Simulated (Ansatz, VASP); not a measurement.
# Se in VASP and in Ansatz

The input INCAR:

```
SYSTEM = Se
PREC = Accurate
ENCUT = 520
EDIFF = 1E-6
ISMEAR = -1
SIGMA = 0.03
LREAL = .FALSE.
LASPH = .TRUE.
NELM = 100
ALGO = Normal
ISIF = 2
LWAVE = .FALSE.
LCHARG = .TRUE.
GGA = RP
LELF = .TRUE.
LVHAR = .TRUE.
NBANDS = 13
```

The input KPOINTS:

```
Automatic mesh
0
G
  19 19 10
  0 0 0
```

The input POSCAR:

```
Se
1.0
    3.7202718101      0.0000000000      0.0000000000
   -1.8601359050      3.2218498965      0.0000000000
    0.0000000000      0.0000000000      3.8505633181
Se
2
Direct
    0.3333333333      0.6666666667      0.2500000000
    0.6666666667      0.3333333333      0.7500000000
```

Input for Ansatz:

```yaml
crystal:
  lattice:
    - [3.7202718101, 0.0, 0.0]
    - [-1.860135905, 3.2218498965, 0.0]
    - [0.0, 0.0, 3.8505633181]
  atoms:
    - { symbol: Se, position: [0.3333333333, 0.6666666667, 0.25] }
    - { symbol: Se, position: [0.6666666667, 0.3333333333, 0.75] }
kpoints:
  mp_grid: { grid: [19, 19, 10] }
scf:
  occupations: { method: fermi_dirac, width: 0.03 }
hamiltonian:
  xc: rpbe
  pseudopotentials: { kind: all_electron, lapw: { basis_error: 0.0005 } }
output:
  forces: true
  stress: true
  eigenvalues: true
```

Alike in both runs: task single point; functional RPBE; k mesh 19 × 19 × 10; occupations fermi-dirac, width 0.03 eV; no spin polarisation.

```csv
,VASP,Ansatz
version,VASP 6.6.1,Ansatz 0.2.0
potentials or method,"VASP PAW PBE potentials, release 64 (Se), cutoff 520 eV","all-electron LAPW, scalar-relativistic"
```

```csv
,VASP,Ansatz,Ansatz less VASP
gap on the k mesh at the Fermi level (eV),none,none,-
pressure (GPa),-0.1,-0.1,+0.01
"traceless stress, the component that is largest in VASP (GPa)",-0.60,-0.60,+0.001
```

VASP's potentials were made for PBE, not for RPBE. A gap of «none» marks a metal or a gap that the smearing closes. Ansatz ran all-electron here, and VASP with PAW potentials.
